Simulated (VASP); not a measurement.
GaSb:

```
CELL_PARAMETERS angstrom
0.00000 2.99655 2.99655
2.99655 0.00000 2.99655
2.99655 2.99655 0.00000
ATOMIC_POSITIONS crystal
Sb 0.75000 0.75000 0.75000
Ga 0.00000 0.00000 0.00000
```

Base run:

| Property | Result |
| --- | --- |
| Program | VASP 6.6.1 |
| Functional | PBEsol |
| Dispersion | D3(BJ) |
| Potentials or basis | VASP PAW PBE potentials, release 64 (Sb, Ga_d) |
| Cutoff | 520 eV |
| k mesh | 8 × 8 × 8 |
| Occupations | fermi-dirac, width 0.05 eV |
| Spin | no spin polarisation |

Its results: band gap on the k mesh 0.44 eV, direct; pressure 1.6 GPa.

Problem. After a change of settings the same cell gave: band gap on the k mesh 0.44 eV, direct; pressure 3.6 GPa. Which change was it?
A. functional from PBEsol to RPBE
B. functional from PBEsol to r2SCAN; dispersion from D3(BJ) to rVV10
C. dispersion from D3(BJ) to none

Solution. C.

Dispersion adds attraction, which lowers the pressure at fixed volume and, as a term added to the energy, leaves the levels alone.

Caveats: the PAW data sets were made with another functional, which shifts forces and pressure a little; spin-orbit coupling is left out, which moves the levels of the heavy elements.
